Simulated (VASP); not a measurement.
Crystal: PtSe2.

```
CELL_PARAMETERS angstrom
3.72400 0.00000 0.00000
-1.86200 3.22508 0.00000
0.00000 0.00000 5.06200
ATOMIC_POSITIONS crystal
Pt 0.00000 0.00000 0.00000
Se 0.33333 0.66667 0.25000
Se 0.66667 0.33333 0.75000
```

* Program: VASP 6.6.1
* Task: relaxation of cell and atoms
* Functional: PBEsol
* Potentials or basis: VASP PAW PBE potentials, release 64 (Pt, Se)
* Cutoff: 600 eV
* k mesh: 13 × 13 × 9
* Occupations: fermi-dirac, width 0.05 eV
* Spin: no spin polarisation

At the start: pressure 2.3 GPa; volume 20.27 Å³/atom.

Where does the relaxation end?

Over 13 steps the energy falls by 6.9 meV/atom and the volume is 19.83 Å³/atom (-2.1 %); space group P-3m1 (No. 164, to 0.1 Å) before and after.

The path:
```tsv
step	energy change (eV)	largest force (eV/Å)	pressure (GPa)	volume (Å³)
1	0.0000	0.3262	2.26	60.80
2	0.0157	0.3050	-4.05	63.34
3	-0.0090	0.0758	-0.29	61.73
4	-0.0090	0.0807	-0.24	61.71
5	-0.0106	0.0803	-0.23	61.53
6	-0.0149	0.0777	-0.17	61.00
7	-0.0201	0.0615	0.03	59.91
8	-0.0203	0.0476	0.17	59.40
9	-0.0204	0.0524	0.14	59.55
10	-0.0189	0.1204	-1.05	59.80
11	-0.0206	0.0112	-0.15	59.61
12	-0.0205	0.0169	0.20	59.34
13	-0.0207	0.0010	0.00	59.49
```

Final structure:
```
Pt Se
1.0
     3.76279    0.00000    0.00000
    -1.88139    3.25867    0.00000
     0.00000    0.00000    4.85172
Pt Se
1 2
Direct
  0.00000 0.00000 0.00000
  0.33333 0.66667 0.26121
  0.66667 0.33333 0.73879
```

Caveat: the PAW data sets were made with another functional, which shifts forces and pressure a little.
